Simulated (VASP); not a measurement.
Mo: single point with PBE

Mo:

```xyz
1
Lattice="2.6071 0.0000 0.0000 0.0000 2.6071 0.0000 0.0000 0.0000 2.6071" Properties=species:S:1:pos:R:3 pbc="T T T"
Mo    0.0000    0.0000    0.0000
```

| Item | Value |
| --- | --- |
| Program | VASP 6.6.1 |
| Task | single point |
| Functional | PBE |
| Potentials or basis | VASP PAW PBE potentials, release 64 (Mo_sv) |
| Cutoff | 520 eV |
| k mesh | 15 × 15 × 15 |
| Occupations | fermi-dirac, width 0.08 eV |
| Spin | no spin polarisation |

| Item | Value |
| --- | --- |
| Pressure | -0.9 GPa |
| Band gap on the k mesh | zero (band 7 reaches 11.96 eV, above the bottom of band 8 at 9.57 eV) |

Levels at points of the mesh, in eV from the Fermi level:
| k point | band 5 | band 6 | band 7 | band 8 | band 9 | band 10 |
| --- | --- | --- | --- | --- | --- | --- |
| (0.00, 0.00, 0.00) | -6.42 | -4.08 | -4.08 | 3.82 | 3.82 | 3.82 |

Run time: 36 s on 1 thread of AMD EPYC 7R13, on a shared host, peak memory 0.11 GiB.
